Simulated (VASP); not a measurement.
A run of VASP 6.6.1 is set up as follows.

INCAR

```
SYSTEM = NaF
PREC = Accurate ; ENCUT = 600
EDIFF = 1E-6 ; ISMEAR = 1
SIGMA = 0.1 ; LREAL = .False.
LASPH = .True. ; NELM = 120
ALGO = Normal ; ISIF = 2
LWAVE = .False. ; LCHARG = .False.
GGA = RP ; NBANDS = 14
GGA_COMPAT = .False.
```

Contents of KPOINTS:

```
Automatic mesh
0
Gamma
  8 8 8
  0 0 0
```

File POSCAR:

```
NaF
1.0
    0.0000000000      2.2858943317      2.2858943317
    2.2858943317      0.0000000000      2.2858943317
    2.2858943317      2.2858943317      0.0000000000
Na F
1 1
Direct
    0.0000000000      0.0000000000      0.0000000000
    0.5000000000      0.5000000000      0.5000000000
```

Potentials or basis: VASP PAW PBE potentials, release 64 (Na_pv, F).

The run is started by

```bash
$ cat potpaw_PBE.64/Na_pv/POTCAR potpaw_PBE.64/F/POTCAR > POTCAR
$ mpirun -np 1 vasp_std > vasp.out
```

Estimate the pressure.

8.2 GPa.

What does it give for the band gap on the k mesh?

6.85 eV.

Caveat: the cell stands under pressure; the PAW data sets were made with another functional, which shifts forces and pressure a little.
